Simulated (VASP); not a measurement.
Set up this calculation in VASP 6.6.1, as the native input.

```
Task                   : single point
Functional             : PBEsol
Potentials or basis    : VASP PAW PBE potentials, release 64 (Al, Cu)
Cutoff                 : 520 eV
k mesh                 : 18 × 18 × 8
Occupations            : gaussian, width 0.1 eV
Spin                   : no spin polarisation
Dipole correction      : no
Further INCAR settings : ALGO = Fast; EDIFF = 1e-06; NBANDS = 18
```

The structure of Al3Cu lies in POSCAR:

```
Al3Cu
1.0
    2.7796830103      0.0000000000      0.0000000000
    0.0000000000      2.7796830103      0.0000000000
    0.0000000000      0.0000000000      7.6029571112
Al Cu
3 1
Direct
    0.0000000000      0.0000000000      0.5000000000
    0.5000000000      0.5000000000      0.2206884218
    0.5000000000      0.5000000000      0.7793115782
    0.0000000000      0.0000000000      0.0000000000
```

One way to write it, as run:

INCAR

```
SYSTEM = Al3Cu
PREC = Accurate
ENCUT = 520
EDIFF = 1E-6
ISMEAR = 0
SIGMA = 0.1
LREAL = .False.
LASPH = .True.
NELM = 100
ALGO = Fast
ISIF = 2
LWAVE = .False.
LCHARG = .False.
GGA = PS
NBANDS = 18
```

KPOINTS

```
regular mesh
0
Gamma
  18 18 8
  0 0 0
```

Potentials or basis: VASP PAW PBE potentials, release 64 (Al, Cu).

Command:

```sh
$ cat potpaw_PBE.64/Al/POTCAR potpaw_PBE.64/Cu/POTCAR > POTCAR
$ mpirun -np 1 vasp_std > vasp.out
```

Results of the run:

```json
{"Pressure": "0.1 GPa", "Largest force": "0.065 eV/Å", "Band gap on the k mesh": "zero (bands 10 and 11 overlap by 6.07 eV)"}
```

Caveat: the PAW data sets were made with another functional, which shifts forces and pressure a little.

Wall time 3.3 min on 1 thread of AMD EPYC 9R45 96-Core Processor (Zen 5), on a shared host, peak memory 0.36 GiB.
